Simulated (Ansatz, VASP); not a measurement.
**La: VASP beside Ansatz**

```
CELL_PARAMETERS angstrom
3.59962 0.00000 0.00000
-1.79981 3.11736 0.00000
0.00000 0.00000 11.55244
ATOMIC_POSITIONS crystal
La 0.00000 0.00000 0.00000
La 0.00000 0.00000 0.50000
La 0.33333 0.66667 0.75000
La 0.66667 0.33333 0.25000
```

Alike in both runs: task single point; functional LDA; k mesh 10 × 10 × 3; occupations gaussian, width 0.01 eV; no spin polarisation.

|  | VASP | Ansatz |
| --- | --- | --- |
| version | VASP 6.6.1 | Ansatz 0.2.0 |
| potentials or method | VASP PAW LDA potentials, release 64 (La), cutoff 520 eV | plane waves (420 eV) with PAW, scalar-relativistic |
| valence electrons in the cell | 44 | 44 |

|  | VASP | Ansatz | Ansatz less VASP |
| --- | --- | --- | --- |
| pressure (GPa) | -0.2 | -0.1 | +0.08 |

Ansatz warns that its potentials were made for another functional, while VASP's fit it. LDA's correlation is that of Perdew and Zunger in VASP and of Perdew and Wang (1992) in Ansatz.

Neither program's run includes spin-orbit coupling.
